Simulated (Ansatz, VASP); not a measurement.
**One calculation of In3As, two programs**

```
CELL_PARAMETERS angstrom
3.36039 0.00000 0.00000
-1.68020 2.91018 0.00000
0.00000 0.00000 10.58067
ATOMIC_POSITIONS crystal
In 0.66667 0.33333 0.50000
In 0.33333 0.66667 0.22454
In 0.33333 0.66667 0.77546
As 0.66667 0.33333 0.00000
```

Change from the starting cell: species swapped into the GaAg3 type (P-6m2, No. 187).

Alike in both runs: functional PBE; k mesh 18 × 18 × 4; occupations gaussian, width 0.1 eV; no spin polarisation.

Ansatz relaxed the structure, and its values are those at the end. VASP's run is a single point on that final structure, the one shown.

```csv
,VASP,Ansatz
version,VASP 6.6.1,Ansatz 0.2.0
potentials or method,"VASP PAW PBE potentials, release 64 (In_d, As), cutoff 520 eV","scalar-relativistic, plane waves, PAW"
valence electrons in the cell,44,54
```

Ansatz gave:

```
gap on the k mesh at the Fermi level (eV) : none
pressure (GPa)                            : 0.0
```

Problem. Which values does VASP return?

Solution. gap on the k mesh at the Fermi level (eV): none; pressure (GPa): -0.1.

A gap of «none» marks a metal or a gap that the smearing closes. VASP's potentials hold 44 valence electrons a cell and Ansatz's 54, so a difference there can come from the potentials and not from the codes.
